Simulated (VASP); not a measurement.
# MoS2 (C2/m) in VASP: further runs

Runs on MoS2. Level: PBE+D3(BJ). Tasks: single point.

Everything below comes from runs of VASP 6.6.1. Logs are shortened: lines on timing, memory, paths and dates and some standing lists are left out, and cuts for length are marked.

## 1. The cell of the first run

It takes space group C2/m (No. 12, monoclinic). The conventional cell has a = 5.429 Å, b = 3.134 Å, c = 17.571 Å, α = 90.00°, β = 91.48°, γ = 90.00°. Mo (site symmetry m) has 6 S at 2.42 Å and 6 Mo at 3.13 Å within 3.2 Å. Within 3.2 Å of Mo (site symmetry 2/m) lie 6 S at 2.42 Å and 6 Mo at 3.13 Å. S (site symmetry m) has 3 Mo at 2.42 Å and 9 S at 3.13 to 3.29 Å within 3.3 Å. Within 3.3 Å of S (site symmetry m) lie 3 Mo at 2.42 Å and 9 S at 2.80 to 3.21 Å. Within 3.3 Å of S (site symmetry m) lie 3 Mo at 2.42 Å and 9 S at 3.13 to 3.29 Å.

## 2. Single point, PBE+D3(BJ)

Input file INCAR:

```
PREC = Accurate
ENCUT = 520
EDIFF = 1E-7
ISMEAR = 0
SIGMA = 0.15
LREAL = False
LASPH = True
NELM = 80
ALGO = Fast
ISIF = 2
LWAVE = False
LCHARG = True
GGA = PE
IVDW = 12
LELF = True
LVHAR = True
NBANDS = 49
```

Input file KPOINTS:

```
regular mesh
0
Gamma
  14 14 3
```

Input file POSCAR:

```
MoS2
1.0
   -1.5671157456     -2.7143240927      0.0000000000
    1.5671157456     -2.7143240927      0.0000000000
    0.0000000000     -0.4523873488     17.5649660373
Mo S
3 6
Direct
    0.9293680699      0.9293680699      0.8475831616
    0.3192058172      0.3192058172      0.1695301934
    0.6242869435      0.6242869435      0.5085566775
    0.9500172875      0.9500172875      0.5997925502
    0.2550984138      0.2550984138      0.9388190343
    0.6449361612      0.6449361612      0.2607660661
    0.9934754733      0.9934754733      0.0782943207
    0.2985565996      0.2985565996      0.4173208048
    0.6036377259      0.6036377259      0.7563472889
```

Potentials or basis: VASP PAW PBE potentials, release 64 (Mo_sv, S).

Command:

```bash
> cat potpaw_PBE.64/Mo_sv/POTCAR potpaw_PBE.64/S/POTCAR > POTCAR
> mpirun -np 1 vasp_std > vasp.out
```

OUTCAR:

```text
PREC = Accurate
   ENCUT = 520
   EDIFF = 1E-7
   ISMEAR = 0
   LREAL = False
   LASPH = True
   NELM = 80
   ISIF = 2
   GGA = PE
   IVDW = 12
 IVDW          = 12

 ion  position               nearest neighbor table
   1  0.929  0.929  0.848-   5 2.42   9 2.42   9 2.42   5 2.42   5 2.42   9 2.42
   2  0.319  0.319  0.170-   7 2.42   6 2.42   6 2.42   7 2.42   7 2.42   6 2.42
   3  0.624  0.624  0.509-   8 2.42   4 2.42   4 2.42   8 2.42   8 2.42   4 2.42
   4  0.950  0.950  0.600-   3 2.42   3 2.42   3 2.42
   5  0.255  0.255  0.939-   1 2.42   1 2.42   1 2.42
   6  0.645  0.645  0.261-   2 2.42   2 2.42   2 2.42
   7  0.993  0.993  0.078-   2 2.42   2 2.42   2 2.42
   8  0.299  0.299  0.417-   3 2.42   3 2.42   3 2.42
   9  0.604  0.604  0.756-   1 2.42   1 2.42   1 2.42

  LATTYP: Found a base centered monoclinic cell.
 ALAT       =     5.4286481854
 B/A-ratio  =     0.5773502692
 C/A-ratio  =     3.2366788399
 COS(beta)  =    -0.0257465561

  Lattice vectors:

 A1 = (   1.5671157456,   2.7143240927,   0.0000000000)
 A2 = (  -1.5671157456,   2.7143240927,   0.0000000000)
 A3 = (   0.0000000000,  -0.4523873488,  17.5649660373)

Analysis of symmetry for initial positions (statically):
=====================================================================
 Subroutine PRICEL returns:
 Original cell was already a primitive cell.

 Routine SETGRP: Setting up the symmetry group for a
 base centered monoclinic supercell.

 Subroutine GETGRP returns: Found  4 space group operations
 (whereof  2 operations were pure point group operations)
 out of a pool of  4 trial point group operations.

The static configuration has the point symmetry C_1h.
 The point group associated with its full space group is C_2h.

Analysis of symmetry for dynamics (positions and initial velocities):
=====================================================================
 Subroutine PRICEL returns:
 Original cell was already a primitive cell.

 Routine SETGRP: Setting up the symmetry group for a
 base centered monoclinic supercell.

 Subroutine GETGRP returns: Found  4 space group operations
 (whereof  2 operations were pure point group operations)
 out of a pool of  4 trial point group operations.

The dynamic configuration has the point symmetry C_1h.
 The point group associated with its full space group is C_2h.

 Subroutine INISYM returns: Found  4 space group operations
 (whereof  2 operations are pure point group operations),
 and found     1 'primitive' translations

----------------------------------------------------------------------------------------

                                     Primitive cell

  volume of cell :     149.4308

  direct lattice vectors                    reciprocal lattice vectors
    -1.567115746 -2.714324093  0.000000000    -0.319057480 -0.184207922 -0.004744292
     1.567115746 -2.714324093  0.000000000     0.319057480 -0.184207922 -0.004744292
     0.000000000 -0.452387349 17.564966037     0.000000000  0.000000000  0.056931508

  length of vectors
     3.134231491  3.134231491 17.570790711     0.368446390  0.368446390  0.056931508

  position of ions in fractional coordinates (direct lattice)
     0.929368070  0.929368070  0.847583162
     0.319205817  0.319205817  0.169530193
     0.624286944  0.624286944  0.508556678
     0.950017288  0.950017288  0.599792550
     0.255098414  0.255098414  0.938819034
     0.644936161  0.644936161  0.260766066
     0.993475473  0.993475473  0.078294321
     0.298556600  0.298556600  0.417320805
     0.603637726  0.603637726  0.756347289

  ion indices of the primitive-cell ions
   primitive index   ion index
                 1           1
                 2           2
                 3           3
                 4           4
                 5           5
                 6           6
                 7           7
                 8           8
                 9           9

----------------------------------------------------------------------------------------

 KPOINTS: regular mesh

Automatic generation of k-mesh.
 Grid dimensions read from file:
 generate k-points for:   14   14    3

 Generating k-lattice:

  Cartesian coordinates                     Fractional coordinates (reciprocal lattice)
    -0.022789820 -0.013157709 -0.000338878     0.071428571  0.000000000 -0.000000000
     0.022789820 -0.013157709 -0.000338878     0.000000000  0.071428571 -0.000000000
     0.000000000  0.000000000  0.018977169     0.000000000  0.000000000  0.333333333

  Length of vectors
     0.026317599  0.026317599  0.018977169

  Shift w.r.t. Gamma in fractional coordinates (k-lattice)
     0.000000000  0.000000000  0.000000000

 Subroutine IBZKPT returns following result:
 ===========================================

 Found    162 irreducible k-points:

 Following reciprocal coordinates:
            Coordinates               Weight
  0.000000  0.000000  0.000000      1.000000
  0.071429 -0.000000 -0.000000      4.000000
  0.142857 -0.000000  0.000000      4.000000
  0.214286 -0.000000 -0.000000      4.000000
  0.285714  0.000000  0.000000      4.000000
  0.357143  0.000000 -0.000000      4.000000
[... 16 lines left out ...]
  0.214286  0.142857  0.000000      4.000000
  0.285714  0.142857 -0.000000      4.000000
 [... further k-points ...]
   k-points           NKPTS =    162   k-points in BZ     NKDIM =    162   number of bands    NBANDS=     49
   number of dos      NEDOS =    301   number of ions     NIONS =      9
   total plane-waves  NPLWV =  80640
   dimension x,y,z NGX =    24 NGY =   24 NGZ =  140
   dimension x,y,z NGXF=    48 NGYF=   48 NGZF=  280
   ions per type =               3   6
   NGX,Y,Z   is equivalent  to a cutoff of  12.73, 12.73, 13.25 a.u.
   NGXF,Y,Z  is equivalent  to a cutoff of  25.46, 25.46, 26.49 a.u.
 SYSTEM =  unknown system
   PREC   = accura    normal or accurate (medium, high low for compatibility)
   ISTART =      0    job   : 0-new  1-cont  2-samecut
   ICHARG =      2    charge: 1-file 2-atom 10-const
   ISPIN  =      1    spin polarized calculation?
   LNONCOLLINEAR =      F non collinear calculations
   LSORBIT =      F    spin-orbit coupling
   LASPH  =      T    aspherical Exc in radial PAW
   ENCUT  =  520.0 eV  38.22 Ry    6.18 a.u.   5.83  5.83 32.67*2*pi/ulx,y,z
   NELM   =     80;   NELMIN=  2; NELMDL= -5     # of ELM steps
   EDIFF  = 0.1E-06   stopping-criterion for ELM
   LREAL  =      F    real-space projection
   EDIFFG = 0.1E-05   stopping-criterion for IOM
   NSW    =      0    number of steps for IOM
   IBRION =     -1    ionic relax: 0-MD 1-quasi-New 2-CG
   NFREE  =      0    steps in history (QN), initial steepest desc. (CG)
   ISIF   =      2    stress and relaxation
   ISYM   =      2    0-nonsym 1-usesym 2-fastsym
   POTIM  = 0.5000    time-step for ionic-motion
   TEBEG  =    0.0;   TEEND  =   0.0 temperature during run
   PSTRESS=    0.0 pullay stress
   NELECT =      78.0000    total number of electrons
   NUPDOWN=      -1.0000    fix difference up-down
   EMIN   =  10.00;   EMAX   =-10.00  energy-range for DOS
   EFERMI =   0.00;   METHOD = LEGACY
   ISMEAR =     0;   SIGMA  =   0.15  broadening in eV -4-tet -1-fermi 0-gaus
   EFERMI_NEDOS =   21; number of points for ismear=-14 and -15
   IALGO  =     68    algorithm
   IMIX   =      4    mixing-type and parameters
     AMIX     =   0.40;   BMIX     =  1.00
     AMIX_MAG =   1.60;   BMIX_MAG =  1.00
  volume/ion in A,a.u.               =      16.60       112.05
  Fermi-wavevector in a.u.,A,eV,Ry     =   1.318134  2.490913 23.639825  1.737478
  Thomas-Fermi vector in A             =   2.448126
   LORBIT       =      0    0 simple, 1 ext, 2 COOP (PROOUT), +10 PAW based schemes
   GGA     = PE    functional components
   LHFCALC =     F    Hartree Fock is set to
   AEXX    =    0.0000 exact exchange contribution
   IVDW    =    12    specifies the selected vdW correction
   LEPSILON=     F    determine dielectric tensor
   LRPA    =     F    only Hartree local field effects (RPA)
 non-spin polarized calculation
 RMM-DIIS sequential band-by-band and
 Gauss-broadening in eV      SIGMA  =   0.15
  energy-cutoff  :      520.00
  volume of cell :      149.43
 maximum number of plane-waves:      4051
   NGX = 11   NGY = 11   NGZ = 65

 number of electron      77.9999997 magnetization

 Free energy of the ion-electron system (eV)
  ---------------------------------------------------
  ext. energy  EPLUGINS =         0.00000000
  ---------------------------------------------------
  free energy    TOTEN  =       -62.67490111 eV

  energy without entropy =      -62.64625027  energy(sigma->0) =      -62.66057569

 E-fermi :   8.6198     XC(G=0): -11.3286

 val. band max:        8.6184848332   @ k =  -0.1429  -0.3571   0.3333
 cond. band min:       8.6320601671   @ k =  -0.2143   0.1429   0.3333
 fundamental gap:      0.0135753339
 Fermi energy:         8.6197544950

 k-point     1 :       0.0000    0.0000    0.0000
  band No.  band energies     occupation
      1     -53.0678      2.00000
      2     -53.0389      2.00000
      3     -53.0388      2.00000
      4     -27.1617      2.00000
      5     -27.1399      2.00000
      6     -27.1397      2.00000
[... 41 lines left out ...]
     48      11.9188      0.00000
     49      11.9773      0.00000

 k-point     2 :       0.0714   -0.0000   -0.0000
  band No.  band energies     occupation
      1     -53.0656      2.00000
      2     -53.0366      2.00000
      3     -53.0366      2.00000
      4     -27.1574      2.00000
      5     -27.1357      2.00000
      6     -27.1354      2.00000
[... 41 lines left out ...]
     48      11.6841      0.00000
     49      11.8349      0.00000

 k-point     3 :       0.1429   -0.0000    0.0000
  band No.  band energies     occupation
      1     -53.0593      2.00000
      2     -53.0303      2.00000
      3     -53.0303      2.00000
      4     -27.1455      2.00000
      5     -27.1237      2.00000
      6     -27.1235      2.00000
[... 1081 lines left out ...]
     48      11.4762      0.00000
     49      11.7761      0.00000

 k-point    24 :       0.2857    0.1429   -0.0000
  band No.  band energies     occupation
      1     -53.0454      2.00000
      2     -53.0164      2.00000
      3     -53.0164      2.00000
      4     -27.2106      2.00000
      5     -27.1802      2.00000
      6     -27.1802      2.00000
[... 41 lines left out ...]
     48      11.3971      0.00000
     49      11.8876      0.00000

 [... further k-points ...]

------------------------ aborting loop because EDIFF is reached ----------------------------------------

 Edisp (eV)   -4.12482

 E8    (eV) :    -1.6654

  FORCE on cell =-STRESS in cart. coord.  units (eV):
  Direction    XX          YY          ZZ          XY          YZ          ZX
  --------------------------------------------------------------------------------------
  -------------------------------------------------------------------------------------
  Total       0.21257     0.04910     1.19265     0.00000     1.05727     0.00000
  in kB       2.27911     0.52644    12.78740     0.00000    11.33595     0.00000
  external pressure =        5.20 kB  Pullay stress =        0.00 kB

 VOLUME and BASIS-vectors are now :
 -----------------------------------------------------------------------------
  energy-cutoff  :      520.00
  volume of cell :      149.43
      direct lattice vectors                 reciprocal lattice vectors
    -1.567115746 -2.714324093  0.000000000    -0.319057480 -0.184207922 -0.004744292
     1.567115746 -2.714324093  0.000000000     0.319057480 -0.184207922 -0.004744292
     0.000000000 -0.452387349 17.564966037     0.000000000  0.000000000  0.056931508

 POSITION                                       TOTAL-FORCE (eV/Angst)
 -----------------------------------------------------------------------------------
      0.00000     -5.42865     14.88777         0.000000     -0.173348     -0.095835
      0.00000     -1.80955      2.97779         0.000000      0.173348      0.095835
      0.00000     -3.61910      8.93278         0.000000     -0.000000     -0.000000
      0.00000     -5.42865     10.53534         0.000000     -0.001598     -0.032263
      0.00000     -1.80955     16.49032         0.000000     -0.153868     -0.413143
      0.00000     -3.61910      4.58035         0.000000     -0.032832     -0.052816
      0.00000     -5.42865      1.37524         0.000000      0.153868      0.413143
      0.00000     -1.80955      7.33023         0.000000      0.001598      0.032263
      0.00000     -3.61910     13.28521         0.000000      0.032832      0.052816
 -----------------------------------------------------------------------------------
    total drift:                                0.000000      0.000003      0.000005

  FREE ENERGIE OF THE ION-ELECTRON SYSTEM (eV)
  ---------------------------------------------------
  free  energy   TOTEN  =       -66.7997187952 eV

  energy  without entropy=      -66.7710679636  energy(sigma->0) =      -66.78539338
```

It took 43 min on 1 thread of Oxide Virtual Turin-like, shared host; peak memory 0.85 GiB.

What came out:

```
Free energy                : -66.7997 eV
Pressure                   : 0.5 GPa
Largest force              : 0.441 eV/Å
Band gap on the k mesh     : zero (bands 39 and 40 overlap by 0.59 eV)
Dispersion energy per atom : -0.458 eV
```

Forces in eV/Å, atoms in the order of the input:
```
Mo   0.000 -0.173 -0.096
Mo   0.000  0.173  0.096
Mo   0.000  0.000  0.000
S    0.000 -0.002 -0.032
S    0.000 -0.154 -0.413
S    0.000 -0.033 -0.053
S    0.000  0.154  0.413
S    0.000  0.002  0.032
S    0.000  0.033  0.053
```

Stress tensor (GPa, compression positive):
```
0.23 0.00 0.00
0.00 0.05 1.13
0.00 1.13 1.28
```

## 3. Single point, PBE+D3(BJ)

This run uses another cell than the first one, of 16.89 Å³/atom.

Input file INCAR:

```
SYSTEM = MoS2
  PREC = Accurate
  ENCUT = 520
  EDIFF = 1E-6
  ISMEAR = 0
  SIGMA = 0.15
  LREAL = .FALSE.
  LASPH = .TRUE.
  NELM = 80
  ALGO = Fast
  ISIF = 2
  LWAVE = .FALSE.
  LCHARG = .TRUE.
  GGA = PE
  IVDW = 12
  LELF = .TRUE.
  LVHAR = .TRUE.
  NBANDS = 49
```

Input file KPOINTS:

```
regular mesh
0
G
  14 14 3
  0 0 0
```

Input file POSCAR:

```
MoS2
1.0
   -1.5671157456     -2.7143240927      0.0000000000
    1.5671157456     -2.7143240927      0.0000000000
    0.0000000000     -0.4523873488     17.8649660373
Mo S
3 6
Direct
    0.9305541667      0.9305541667      0.8333500000
    0.3194430556      0.3194430556      0.1666833333
    0.6249986111      0.6249986111      0.5000166667
    0.9508566293      0.9508566293      0.5897204479
    0.2564121849      0.2564121849      0.9230537812
    0.6453010738      0.6453010738      0.2563871146
    0.9935850373      0.9935850373      0.0769795521
    0.2991405929      0.2991405929      0.4103128854
    0.6046961484      0.6046961484      0.7436462188
```

Potentials or basis: VASP PAW PBE potentials, release 64 (Mo_sv, S).

Command:

```bash
> cat potpaw_PBE.64/Mo_sv/POTCAR potpaw_PBE.64/S/POTCAR > POTCAR
> mpirun -np 1 vasp_std > vasp.out
```

Run time: 34 min. Hardware: 1 thread of Oxide Virtual Turin-like, shared host; peak memory 0.86 GiB.

The run converged. Its results:

* Free energy: -66.8761 eV
* Pressure: 0.0 GPa
* Largest force: 0.134 eV/Å
* Band gap on the k mesh: zero (bands 39 and 40 overlap by 0.53 eV)
* Dispersion energy per atom: -0.450 eV

Forces on the atoms (eV/Å):
```
Mo   0.000 -0.086  0.018
Mo   0.000  0.086 -0.018
Mo   0.000  0.000  0.000
S    0.000 -0.001 -0.019
S    0.000 -0.077 -0.109
S    0.000 -0.013 -0.013
S    0.000  0.077  0.109
S    0.000  0.001  0.019
S    0.000  0.013  0.013
```

Stress tensor (GPa, compression positive):
```
 0.04  0.00  0.00
 0.00 -0.05  0.64
 0.00  0.64  0.08
```

Levels at points of the mesh, in eV from the Fermi level:
| k point | band 35 | band 36 | band 37 | band 38 | band 39 | band 40 | band 41 | band 42 | band 43 | band 44 |
| --- | --- | --- | --- | --- | --- | --- | --- | --- | --- | --- |
| (0.00, 0.00, 0.00) | -0.79 | -0.78 | -0.78 | -0.26 | -0.25 | -0.12 | -0.12 | -0.08 | -0.05 | 0.03 |
| (0.50, 0.00, 0.00) | -2.16 | -2.06 | -1.67 | -1.41 | -1.37 | 1.37 | 1.37 | 1.37 | 1.78 | 2.08 |
| (0.50, 0.50, 0.00) | -2.08 | -1.89 | -1.69 | -1.39 | -1.38 | 1.37 | 1.37 | 1.38 | 1.84 | 2.03 |
